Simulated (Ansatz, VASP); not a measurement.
**SiC: VASP beside Ansatz**

INCAR

```
PREC = Accurate
ENCUT = 520
EDIFF = 1E-6
ISMEAR = -1
SIGMA = 0.02
LREAL = F
LASPH = T
NELM = 60
ALGO = Normal
ISIF = 2
LWAVE = F
LCHARG = F
GGA = PE
NBANDS = 11
```

The input KPOINTS:

```
regular mesh
0
Gamma
  10 10 10
```

File POSCAR:

```
SiC
1.0
   -0.0509911692      2.1924027524      2.1924027524
    2.1924027524     -0.0509911692      2.1924027524
    2.1924027524      2.1924027524     -0.0509911692
Si C
1 1
Direct
   -0.0008577277     -0.0008577277     -0.0008577277
    0.2508577277      0.2508577277      0.2508577277
```

Input for Ansatz:

```yaml
crystal:
  lattice:
    - [-0.0509911692, 2.1924027524, 2.1924027524]
    - [2.1924027524, -0.0509911692, 2.1924027524]
    - [2.1924027524, 2.1924027524, -0.0509911692]
  atoms:
    - { symbol: Si, position: [-0.0008577277, -0.0008577277, -0.0008577277] }
    - { symbol: C, position: [0.2508577277, 0.2508577277, 0.2508577277] }
kpoints:
  mp_grid: { grid: [10, 10, 10] }
  band_path:
    path:
      - [0.0, 0.0, 0.0]
      - [-0.5, -0.5, 0.0]
      - [-0.375, -0.375, 0.25]
      - [-0.375, 0.0, 0.375]
      - [0.0, 0.0, 0.5]
      - [-0.5, -0.25, 0.25]
      - [0.0, 0.5, 0.5]
    npoints: 1
hamiltonian:
  xc: pbe
scf:
  occupations: { method: fermi_dirac, width: 0.02 }
  n_extra_bands: 4
output:
  forces: true
  stress: true
  eigenvalues: true
```

Change from the starting cell: epitaxial_111 strain +3.0%.

Alike in both runs: task single point; functional PBE; k mesh 10 × 10 × 10; occupations fermi-dirac, width 0.02 eV; no spin polarisation.

```csv
,VASP,Ansatz
version,VASP 6.6.1,Ansatz 0.2.0
potentials or method,"VASP PAW PBE potentials, release 64 (Si, C)","plane waves, PAW"
plane-wave cutoff (eV),520,420
valence electrons in the cell,8,8
```

```csv
,VASP,Ansatz,Ansatz less VASP
gap on the k mesh at the Fermi level (eV),1.20,1.20,+0.003
pressure (GPa),-7.3,-7.3,+0.03
"traceless stress, the component that is largest in VASP (GPa)",5.21,5.18,-0.022
rms of the force components (eV/Å),0.023,0.023,+0.0001
```

Atom by atom the forces differ by 0.000 eV/Å (rms over components).
